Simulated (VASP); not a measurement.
Runs of VASP 6.6.1 on C. The structure is that of space group P6_3/mmc (No. 194), or close to it. The cells are those of the table. 

```tsv
level	potentials or basis	cell	cutoff (eV)	smearing	second run	gap on the mesh (eV)	pressure (GPa)	largest force (eV/Å)
r2SCAN	VASP PAW PBE potentials, release 64 (C)	a = 2.503, b = 2.503, c = 4.311 Å, angles 90.0, 90.0, 120.0°, 4 atoms	520	gaussian 0.01 eV	-	3.76	(a)	0.02
r2SCAN	VASP PAW PBE potentials, release 64 (C)	a = 2.417, b = 2.417, c = 4.025 Å, angles 90.0, 90.0, 120.0°, 4 atoms	520	gaussian 0.01 eV	-	3.11	58.9	0.01
PBE	VASP PAW PBE potentials, release 64 (C)	a = 2.503, b = 2.503, c = 4.311 Å, angles 90.0, 90.0, 120.0°, 4 atoms	520	fermi-dirac 0.02 eV	-	(c)	-8.7	0.06
r2SCAN	VASP PAW PBE potentials, release 64 (C_h)	a = 2.503, b = 2.503, c = 4.311 Å, angles 90.0, 90.0, 120.0°, 4 atoms	910	gaussian 0.01 eV	hard_potentials	(b)	-14.3	0.01
PBE	VASP PAW PBE potentials, release 64 (C)	a = 2.417, b = 2.417, c = 4.025 Å, angles 90.0, 90.0, 120.0°, 4 atoms	520	fermi-dirac 0.02 eV	-	2.85	62.3	0.02
```

Alike in all rows: task single point; no spin polarisation; k mesh 12 × 12 × 6.

Task: Fill in the values left out.

Result: (a) -12.5; (b) 3.78; (c) 3.50.

Caveats: the PAW data sets were made with another functional, which shifts forces and pressure a little (some runs); the cutoff is under 1.25 times the usual one of these potentials, so pressure, stress and relaxed cells hold a basis-set (Pulay) error (some runs).

A k mesh can miss the band edges.
